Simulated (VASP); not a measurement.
Wanted: the native input for a VASP 6.6.1 run.

```yaml
Task: relaxation of cell and atoms
Functional: PBEsol
Potentials_or_basis: VASP PAW PBE potentials, release 64 (Mg, Sn_d)
Cutoff: 600 eV
k_mesh: 12 × 12 × 12
Occupations: fermi-dirac, width 0.1 eV
Spin: no spin polarisation
Target_pressure: 1 GPa
Dipole_correction: no
Further_INCAR_settings: ALGO = Normal; EDIFF = 1e-07; IBRION = 2; EDIFFG = -0.002; NSW = 100; ISIF = 3
```

The structure of Mg2Sn lies in POSCAR:

```
Mg2Sn
1.0
    0.0000000000      3.3739531254      3.3739531254
    3.3739531254      0.0000000000      3.3739531254
    3.3739531254      3.3739531254      0.0000000000
Mg Sn
2 1
Direct
    0.2500000000      0.2500000000      0.2500000000
    0.7500000000      0.7500000000      0.7500000000
    0.0000000000      0.0000000000      0.0000000000
```

The input as run:

INCAR

```
SYSTEM = Mg2Sn
PREC = Accurate
ENCUT = 600
EDIFF = 1E-7
ISMEAR = -1
SIGMA = 0.1
LREAL = .FALSE.
LASPH = .TRUE.
NELM = 120
ALGO = Normal
ISIF = 3
LWAVE = .FALSE.
LCHARG = .FALSE.
GGA = PS
IBRION = 2
NSW = 100
EDIFFG = -0.002
PSTRESS = 10.0
GGA_COMPAT = .FALSE.
NELMIN = 4
```

KPOINTS

```
regular mesh
0
G
  12 12 12
  0 0 0
```

Potentials or basis: VASP PAW PBE potentials, release 64 (Mg, Sn_d).

Command:

```console
$ cat potpaw_PBE.64/Mg/POTCAR potpaw_PBE.64/Sn_d/POTCAR > POTCAR
$ mpirun -np 1 vasp_std > vasp.out
```

Results of the run:

| Quantity | Value |
| --- | --- |
| Relaxed volume | 24.99 Å³/atom |
| Relaxed cell | a = 4.733 Å, b = 4.733 Å, c = 4.733 Å, α = 60.00°, β = 60.00°, γ = 60.00° |
| Space group after relaxing (to 0.1 Å) | Fm-3m (No. 225) |
| Energy change on relaxing (the run minimises the enthalpy) | +1.6 meV/atom |
| Ionic steps | 3 |
| Pressure after relaxing | 1.0 GPa |
| Band gap on the k mesh | zero (bands 9 and 10 overlap by 0.07 eV) |

Caveat: the cell is relaxed towards a set pressure, so the run minimises the enthalpy, not the energy; the PAW data sets were made with another functional, which shifts forces and pressure a little; spin-orbit coupling is left out, which moves the levels of the heavy elements.

Run time: 5.1 min on 1 thread of Intel Xeon 8259CL (shared host), peak memory 0.32 GiB.
